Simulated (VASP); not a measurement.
# KF (Fmmm) in VASP: notebook

Runs on KF. Level: LDA. Tasks: single point.

Program: VASP 6.6.1. These are calculated values, not measurements. Logs are shortened: lines on timing, memory, paths and dates and some standing lists are left out, and cuts for length are marked.

## 1. The cell of the first run

Symmetry: Fmmm, No. 69, orthorhombic system. The conventional cell has a = 5.163 Å, b = 5.435 Å, c = 5.744 Å, α = 90.00°, β = 90.00°, γ = 90.00°. K (site symmetry mmm) has 6 F at 2.58 to 2.87 Å within 3.4 Å. Within 3.4 Å of F (site symmetry mmm) lie 6 K at 2.58 to 2.87 Å.

## 2. Single point, LDA (normal strain along x +0.0525, normal strain along z +0.1125)

INCAR

```
ALGO = Normal
EDIFF = 1E-7
ENCUT = 520
GGA = CA
ISIF = 2
ISMEAR = 0
LASPH = True
LCHARG = False
LREAL = False
LWAVE = False
NBANDS = 15
NELM = 100
PREC = Accurate
SIGMA = 0.05
```

KPOINTS

```
k-points
0
Gamma
  8 8 8
```

POSCAR

```
KF
1.0
    0.0000000000      2.5817196783      2.8721631421
    2.7172599614      0.0000000000      2.8721631421
    2.7172599614      2.5817196783      0.0000000000
K F
1 1
Direct
    0.0000000000      0.0000000000      0.0000000000
    0.5000000000      0.5000000000      0.5000000000
```

Potentials or basis: VASP PAW LDA potentials, release 64 (K_sv, F).

On the command line:

```
$ cat potpaw_LDA.64/K_sv/POTCAR potpaw_LDA.64/F/POTCAR > POTCAR
$ mpirun -np 1 vasp_std > vasp.out
```

OUTCAR:

```text
EDIFF = 1E-7
   ENCUT = 520
   GGA = CA
   ISIF = 2
   ISMEAR = 0
   LASPH = True
   LREAL = False
   NELM = 100
   PREC = Accurate

 ion  position               nearest neighbor table
   1  0.000  0.000  0.000-   2 2.58   2 2.58   2 2.72   2 2.72
   2  0.500  0.500  0.500-   1 2.58   1 2.58   1 2.72   1 2.72

  LATTYP: Found a face centered orthorhombic cell.
 ALAT       =     5.1634393566
 B/A-ratio  =     1.0525000000
 C/A-ratio  =     1.1125000000

  Lattice vectors:

 A1 = (   2.7172599614,   0.0000000000,  -2.8721631421)
 A2 = (   0.0000000000,   2.5817196783,  -2.8721631421)
 A3 = (   2.7172599614,   2.5817196783,   0.0000000000)

Analysis of symmetry for initial positions (statically):
=====================================================================
 Subroutine PRICEL returns:
 Original cell was already a primitive cell.

 Routine SETGRP: Setting up the symmetry group for a
 face centered orthorhombic supercell.

 Subroutine GETGRP returns: Found  8 space group operations
 (whereof  8 operations were pure point group operations)
 out of a pool of  8 trial point group operations.

The static configuration has the point symmetry D_2h.

Analysis of symmetry for dynamics (positions and initial velocities):
=====================================================================
 Subroutine PRICEL returns:
 Original cell was already a primitive cell.

 Routine SETGRP: Setting up the symmetry group for a
 face centered orthorhombic supercell.

 Subroutine GETGRP returns: Found  8 space group operations
 (whereof  8 operations were pure point group operations)
 out of a pool of  8 trial point group operations.

The dynamic configuration has the point symmetry D_2h.

 Subroutine INISYM returns: Found  8 space group operations
 (whereof  8 operations are pure point group operations),
 and found     1 'primitive' translations

----------------------------------------------------------------------------------------

                                     Primitive cell

  volume of cell :      40.2976

  direct lattice vectors                    reciprocal lattice vectors
     0.000000000  2.581719678  2.872163142    -0.184008894  0.193669361  0.174084819
     2.717259961  0.000000000  2.872163142     0.184008894 -0.193669361  0.174084819
     2.717259961  2.581719678  0.000000000     0.184008894  0.193669361 -0.174084819

  length of vectors
     3.861942207  3.953836468  3.748169979     0.318861441  0.318861441  0.318861441

  position of ions in fractional coordinates (direct lattice)
     0.000000000  0.000000000  0.000000000
     0.500000000  0.500000000  0.500000000

  ion indices of the primitive-cell ions
   primitive index   ion index
                 1           1
                 2           2

----------------------------------------------------------------------------------------

 KPOINTS: k-points

Automatic generation of k-mesh.
 Grid dimensions read from file:
 generate k-points for:    8    8    8

 Generating k-lattice:

  Cartesian coordinates                     Fractional coordinates (reciprocal lattice)
    -0.023001112  0.024208670  0.021760602     0.125000000  0.000000000  0.000000000
     0.023001112 -0.024208670  0.021760602     0.000000000  0.125000000  0.000000000
     0.023001112  0.024208670 -0.021760602     0.000000000  0.000000000  0.125000000

  Length of vectors
     0.039857680  0.039857680  0.039857680

  Shift w.r.t. Gamma in fractional coordinates (k-lattice)
     0.000000000  0.000000000  0.000000000

 Subroutine IBZKPT returns following result:
 ===========================================

 Found     95 irreducible k-points:

 Following reciprocal coordinates:
            Coordinates               Weight
  0.000000  0.000000  0.000000      1.000000
  0.125000  0.000000  0.000000      8.000000
  0.250000  0.000000  0.000000      8.000000
  0.375000 -0.000000  0.000000      8.000000
  0.500000  0.000000  0.000000      4.000000
  0.125000  0.125000  0.000000      2.000000
[... 16 lines left out ...]
  0.250000  0.000000  0.125000      8.000000
  0.375000 -0.000000  0.125000      8.000000
 [... further k-points ...]
   k-points           NKPTS =     95   k-points in BZ     NKDIM =     95   number of bands    NBANDS=     15
   number of dos      NEDOS =    301   number of ions     NIONS =      2
   total plane-waves  NPLWV =  25200
   dimension x,y,z NGX =    30 NGY =   30 NGZ =   28
   dimension x,y,z NGXF=    60 NGYF=   60 NGZF=   56
   ions per type =               1   1
   NGX,Y,Z   is equivalent  to a cutoff of  12.91, 12.61, 12.42 a.u.
   NGXF,Y,Z  is equivalent  to a cutoff of  25.83, 25.23, 24.84 a.u.
 SYSTEM =  unknown system
   PREC   = accura    normal or accurate (medium, high low for compatibility)
   ISTART =      0    job   : 0-new  1-cont  2-samecut
   ICHARG =      2    charge: 1-file 2-atom 10-const
   ISPIN  =      1    spin polarized calculation?
   LNONCOLLINEAR =      F non collinear calculations
   LSORBIT =      F    spin-orbit coupling
   LASPH  =      T    aspherical Exc in radial PAW
   ENCUT  =  520.0 eV  38.22 Ry    6.18 a.u.   7.18  7.35  6.97*2*pi/ulx,y,z
   NELM   =    100;   NELMIN=  2; NELMDL= -5     # of ELM steps
   EDIFF  = 0.1E-06   stopping-criterion for ELM
   LREAL  =      F    real-space projection
   EDIFFG = 0.1E-05   stopping-criterion for IOM
   NSW    =      0    number of steps for IOM
   IBRION =     -1    ionic relax: 0-MD 1-quasi-New 2-CG
   NFREE  =      0    steps in history (QN), initial steepest desc. (CG)
   ISIF   =      2    stress and relaxation
   ISYM   =      2    0-nonsym 1-usesym 2-fastsym
   POTIM  = 0.5000    time-step for ionic-motion
   TEBEG  =    0.0;   TEEND  =   0.0 temperature during run
   PSTRESS=    0.0 pullay stress
   NELECT =      16.0000    total number of electrons
   NUPDOWN=      -1.0000    fix difference up-down
   EMIN   =  10.00;   EMAX   =-10.00  energy-range for DOS
   EFERMI =   0.00;   METHOD = LEGACY
   ISMEAR =     0;   SIGMA  =   0.05  broadening in eV -4-tet -1-fermi 0-gaus
   EFERMI_NEDOS =   21; number of points for ismear=-14 and -15
   IALGO  =     38    algorithm
   IMIX   =      4    mixing-type and parameters
     AMIX     =   0.40;   BMIX     =  1.00
     AMIX_MAG =   1.60;   BMIX_MAG =  1.00
  volume/ion in A,a.u.               =      20.15       135.97
  Fermi-wavevector in a.u.,A,eV,Ry     =   1.203248  2.273808 19.698583  1.447805
  Thomas-Fermi vector in A             =   2.339006
   LORBIT       =      0    0 simple, 1 ext, 2 COOP (PROOUT), +10 PAW based schemes
   GGA     = CA    functional components
   LHFCALC =     F    Hartree Fock is set to
   AEXX    =    0.0000 exact exchange contribution
   IVDW    =     0    specifies the selected vdW correction
   LEPSILON=     F    determine dielectric tensor
   LRPA    =     F    only Hartree local field effects (RPA)
 non-spin polarized calculation
 Gauss-broadening in eV      SIGMA  =   0.05
  energy-cutoff  :      520.00
  volume of cell :       40.30
 maximum number of plane-waves:      1104
 NGX is ok and might be reduce to    30
   NGX = 15   NGY = 15   NGZ = 13

 number of electron      15.9999996 magnetization

 Free energy of the ion-electron system (eV)
  ---------------------------------------------------
  ext. energy  EPLUGINS =         0.00000000
  ---------------------------------------------------
  free energy    TOTEN  =        -8.96113713 eV

  energy without entropy =       -8.96113713  energy(sigma->0) =       -8.96113713

 E-fermi :  -3.0682     XC(G=0):  -8.8555

 val. band max:       -3.2927240467   @ k =   0.0000   0.0000   0.0000
 cond. band min:       2.1228333938   @ k =   0.0000   0.0000   0.0000
 fundamental gap:      5.4155574404
 Fermi energy:        -3.0681619485

 k-point     1 :       0.0000    0.0000    0.0000
  band No.  band energies     occupation
      1     -29.1279      2.00000
      2     -21.5697      2.00000
      3     -12.6620      2.00000
      4     -12.6401      2.00000
      5     -12.6295      2.00000
      6      -3.4273      2.00000
      7      -3.3814      2.00000
      8      -3.2927      2.00000
      9       2.1228      0.00000
     10       6.7251      0.00000
     11       7.0626      0.00000
     12       7.3416      0.00000
     13       8.2589      0.00000
     14       9.1522      0.00000
     15      12.7340      0.00000

 k-point     2 :       0.1250    0.0000    0.0000
  band No.  band energies     occupation
      1     -29.1157      2.00000
      2     -21.5817      2.00000
      3     -12.6902      2.00000
      4     -12.6522      2.00000
      5     -12.6331      2.00000
      6      -3.5225      2.00000
      7      -3.4475      2.00000
      8      -3.3779      2.00000
      9       2.5400      0.00000
     10       6.6950      0.00000
     11       7.1169      0.00000
     12       7.4346      0.00000
     13       8.4030      0.00000
     14       9.2851      0.00000
     15      13.4973      0.00000

 k-point     3 :       0.2500    0.0000    0.0000
  band No.  band energies     occupation
      1     -29.0861      2.00000
      2     -21.6115      2.00000
      3     -12.7758      2.00000
      4     -12.6800      2.00000
      5     -12.6244      2.00000
      6      -3.8082      2.00000
      7      -3.5559      2.00000
      8      -3.5288      2.00000
      9       3.5851      0.00000
     10       6.3412      0.00000
     11       7.5588      0.00000
     12       7.9219      0.00000
     13       8.8942      0.00000
     14       9.6700      0.00000
     15      14.4143      0.00000
[... 343 lines left out ...]
 k-point    23 :       0.2500    0.0000    0.1250
  band No.  band energies     occupation
      1     -29.0831      2.00000
      2     -21.6174      2.00000
      3     -12.7483      2.00000
      4     -12.7139      2.00000
      5     -12.6161      2.00000
      6      -3.8431      2.00000
      7      -3.5251      2.00000
      8      -3.4827      2.00000
      9       3.4481      0.00000
     10       6.0640      0.00000
     11       7.7374      0.00000
     12       7.9324      0.00000
     13       8.8775      0.00000
     14       9.6507      0.00000
     15      14.8821      0.00000

 k-point    24 :       0.3750   -0.0000    0.1250
  band No.  band energies     occupation
      1     -29.0542      2.00000
      2     -21.6384      2.00000
      3     -12.8435      2.00000
      4     -12.7396      2.00000
      5     -12.6438      2.00000
      6      -4.0020      2.00000
      7      -3.6428      2.00000
      8      -3.5887      2.00000
      9       4.5764      0.00000
     10       5.8459      0.00000
     11       8.1673      0.00000
     12       8.4022      0.00000
     13       9.7757      0.00000
     14      10.0595      0.00000
     15      13.4239      0.00000

 [... further k-points ...]
[... 5 lines left out ...]
  --------------------------------------------------------------------------------------
  -------------------------------------------------------------------------------------
  Total       -1.1157148     -0.5343424     -1.3637029      0.0000000      0.0000000      0.0000000
  in kB      -44.3592712    -21.2447109    -54.2189344      0.0000000      0.0000000      0.0000000
  external PRESSURE =     -39.9409722 kB  Pullay stress =       0.0000000 kB

 VOLUME and BASIS-vectors are now :
 -----------------------------------------------------------------------------
  energy-cutoff  :      520.00
  volume of cell :       40.30
      direct lattice vectors                 reciprocal lattice vectors
     0.000000000  2.581719678  2.872163142    -0.184008894  0.193669361  0.174084819
     2.717259961  0.000000000  2.872163142     0.184008894 -0.193669361  0.174084819
     2.717259961  2.581719678  0.000000000     0.184008894  0.193669361 -0.174084819

 POSITION                                       TOTAL-FORCE (eV/Angst)
 -----------------------------------------------------------------------------------
      0.00000      0.00000      0.00000        -0.000000      0.000000      0.000000
      2.71726      2.58172      2.87216         0.000000      0.000000      0.000000
 -----------------------------------------------------------------------------------
    total drift:                                0.000000      0.000000      0.000000

  FREE ENERGIE OF THE ION-ELECTRON SYSTEM (eV)
  ---------------------------------------------------
  free  energy   TOTEN  =        -8.9611371289 eV

  energy  without entropy=       -8.9611371289  energy(sigma->0) =       -8.96113713
```

Run time: 28 s. Hardware: 1 thread of AMD EPYC 9R45 (Zen 5), shared host; peak memory 0.15 GiB.

Results:

```
Free energy            : -8.9611 eV
Pressure               : -4.0 GPa
Band gap on the k mesh : 5.42 eV, direct
```

Caveat: the cell differs from its parent crystal (normal strain along x +0.0525, normal strain along z +0.1125). A k mesh can miss the band edges.

[end of part 1 of 3]
